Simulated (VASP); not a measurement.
Write the native input for VASP 6.6.1 that does the following.

```
Task                   : single point
Functional             : PBEsol
Potentials or basis    : VASP PAW PBE potentials, release 64 (Ga_d)
Cutoff                 : 520 eV
k mesh                 : 24 × 24 × 24
Occupations            : gaussian, width 0.15 eV
Spin                   : no spin polarisation
Dipole correction      : no
Further INCAR settings : ALGO = Fast; EDIFF = 1e-06; NBANDS = 12
```

The structure of Ga lies in POSCAR:

```
Ga
1.0
   -1.3829400000      1.3829400000      2.1621300000
    1.3829400000     -1.3829400000      2.1621300000
    1.3829400000      1.3829400000     -2.1621300000
Ga
1
Direct
    0.0000000000      0.0000000000      0.0000000000
```

This cell differs from its parent crystal: strain -0.015 along x and y, -0.030 along z.

One way to write it, as run:

INCAR

```
SYSTEM = Ga
ALGO = Fast ; EDIFF = 1E-6
ENCUT = 520 ; GGA = PS
ISIF = 2 ; ISMEAR = 0
LASPH = .True. ; LCHARG = .True.
LELF = .True. ; LREAL = .False.
LVHAR = .True. ; LWAVE = .False.
NBANDS = 12 ; NELM = 80
PREC = Accurate ; SIGMA = 0.15
```

KPOINTS

```
k-points
0
Gamma
  24 24 24
  0 0 0
```

Potentials or basis: VASP PAW PBE potentials, release 64 (Ga_d).

Command:

```sh
$ cat potpaw_PBE.64/Ga_d/POTCAR > POTCAR
$ mpirun -np 1 vasp_std > vasp.out
```

It gave:

The pressure is 4.9 GPa and the band gap on the k mesh is zero (an odd number of electrons rules out a gap without spin polarisation).

Caveat: the cell differs from its parent crystal (strain -0.015 along x and y, -0.030 along z); the cell stands under pressure; the PAW data sets were made with another functional, which shifts forces and pressure a little.

Run time: 2.1 min on 1 thread of Intel(R) Xeon(R) Platinum 8259CL CPU @ 2.50GHz (Skylake/Cascade Lake), on a shared host, peak memory 0.31 GiB.
